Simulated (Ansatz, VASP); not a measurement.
# One calculation of LiH, two programs

INCAR

```
PREC = Accurate
ENCUT = 520
EDIFF = 1E-6
ISMEAR = -1
SIGMA = 0.03
LREAL = F
LASPH = T
NELM = 80
ALGO = Normal
ISIF = 2
LWAVE = F
LCHARG = F
GGA = CA
NBANDS = 9
```

KPOINTS

```
Automatic mesh
0
Gamma
  11 11 11
```

Contents of POSCAR:

```
LiH
1.0
   -0.0203250000      2.0223375000      2.0223375000
    2.0223375000     -0.0203250000      2.0223375000
    2.0223375000      2.0223375000     -0.0203250000
Li H
1 1
Direct
    0.0000000000      0.0000000000      0.0000000000
    0.5000000000      0.5000000000      0.5000000000
```

Input for Ansatz:

```yaml
crystal:
  lattice:
    - [-0.020325, 2.0223375, 2.0223375]
    - [2.0223375, -0.020325, 2.0223375]
    - [2.0223375, 2.0223375, -0.020325]
  atoms:
    - { symbol: Li, position: [0.0, 0.0, 0.0] }
    - { symbol: H, position: [0.5, 0.5, 0.5] }
kpoints:
  mp_grid: { grid: [11, 11, 11] }
  band_path:
    path:
      - [0.0, 0.0, 0.0]
      - [0.5, 0.5, 0.5]
      - [0.2525443832, 0.5, 0.7474556168]
      - [-0.2525443832, 0.2525443832, 0.5]
      - [0.0, 0.0, 0.5]
      - [0.0, 0.0, 0.0]
      - [-0.3762721916, 0.0, 0.3762721916]
      - [0.0, 0.3762721916, 0.6237278084]
      - [0.0, 0.5, 0.5]
    npoints: 5
scf:
  occupations: { method: fermi_dirac, width: 0.03 }
hamiltonian:
  xc: lda
  pseudopotentials: { kind: all_electron, lapw: { basis_error: 0.001 } }
output:
  forces: true
  stress: true
  eigenvalues: true
```

Change from the starting cell: equal xy, yz and zx shear strains of -1 %.

Alike in both runs: task single point; functional LDA; k mesh 11 × 11 × 11; occupations fermi-dirac, width 0.03 eV; no spin polarisation.

```csv
,VASP,Ansatz
version,VASP 6.6.1,Ansatz 0.2.0
potentials or method,"VASP PAW LDA potentials, release 64 (Li_sv, H), cutoff 520 eV","all-electron LAPW, scalar-relativistic"
```

|  | VASP | Ansatz | Ansatz less VASP |
| --- | --- | --- | --- |
| gap on the k mesh at the Fermi level (eV) | 2.83 | 2.84 | +0.009 |

LDA's correlation is that of Perdew and Zunger in VASP and of Perdew and Wang (1992) in Ansatz. Ansatz ran all-electron here, and VASP with PAW potentials.

Noted on VASP's run: the cutoff is short for stress, so the pressure is rough.
